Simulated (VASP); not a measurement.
## LiCl: single point with PBEsol

The system is LiCl.

```
Li Cl
1.0
     0.00000    2.62888    2.43652
     2.62888    0.00000    2.43652
     2.62888    2.62888    0.00000
Li Cl
1 1
Direct
  0.00000 0.00000 0.00000
  0.50000 0.50000 0.50000
```

This cell differs from its parent crystal: strain +0.025 along x and y, -0.050 along z.

| Item | Value |
| --- | --- |
| Program | VASP 6.6.1 |
| Task | single point |
| Functional | PBEsol |
| Potentials or basis | VASP PAW PBE potentials, release 64 (Li_sv, Cl) |
| Cutoff | 520 eV |
| k mesh | 8 × 8 × 8 |
| Occupations | gaussian, width 0.05 eV |
| Spin | no spin polarisation |
| Dipole correction | no |
| Further INCAR settings | ALGO = Normal; EDIFF = 1e-06; NBANDS = 12 |

| Item | Value |
| --- | --- |
| Band gap on the k mesh | 6.07 eV, direct |

Levels at points of the mesh, in eV from the valence-band top:
| k point | band 3 | band 4 | band 5 | band 6 | band 7 | band 8 |
| --- | --- | --- | --- | --- | --- | --- |
| (0.00, 0.00, 0.00) | -0.25 | 0.00 | 0.00 | 6.07 | 11.57 | 11.57 |
| (0.50, 0.00, 0.00) | -2.95 | -0.43 | -0.25 | 6.47 | 9.01 | 9.71 |
| (0.50, 0.50, 0.00) | -3.03 | -1.36 | -1.36 | 7.66 | 7.78 | 12.96 |
| (0.50, 0.00, 0.50) | -3.05 | -1.38 | -0.87 | 7.79 | 8.18 | 11.88 |

Run time: 23 s on 1 thread of Intel Xeon 8259CL, with other jobs on the host, peak memory 0.16 GiB.

Caveat: the cell differs from its parent crystal (strain +0.025 along x and y, -0.050 along z). A k mesh can miss the band edges.
